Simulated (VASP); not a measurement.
Input of a VASP 6.6.1 run:

Contents of INCAR:

```
PREC = Accurate ; ENCUT = 600
EDIFF = 1E-6 ; ISMEAR = 0
SIGMA = 0.02 ; LREAL = False
LASPH = True ; NELM = 120
ALGO = Normal ; ISIF = 2
LWAVE = False ; LCHARG = False
GGA = PE ; NBANDS = 11
GGA_COMPAT = False
```

Contents of KPOINTS:

```
Automatic mesh
0
Gamma
  4 4 4
```

File POSCAR:

```
MgO
1.0
    0.0000000000      2.1050000000      2.1050000000
    2.1050000000      0.0000000000      2.1050000000
    2.1050000000      2.1050000000      0.0000000000
Mg O
1 1
Direct
    0.0000000000      0.0000000000      0.0000000000
    0.5000000000      0.5000000000      0.5000000000
```

Potentials or basis: VASP PAW PBE potentials, release 64 (Mg, O).

Command:

```bash
$ cat potpaw_PBE.64/Mg/POTCAR potpaw_PBE.64/O/POTCAR > POTCAR
$ mpirun -np 1 vasp_std > vasp.out
```

Task: Predict the band gap on the k mesh.

Result: 4.73 eV, direct.

Task: Estimate the pressure.

Result: 4.0 GPa.

Caveat: the k points lie up to 0.65 Å⁻¹ apart.
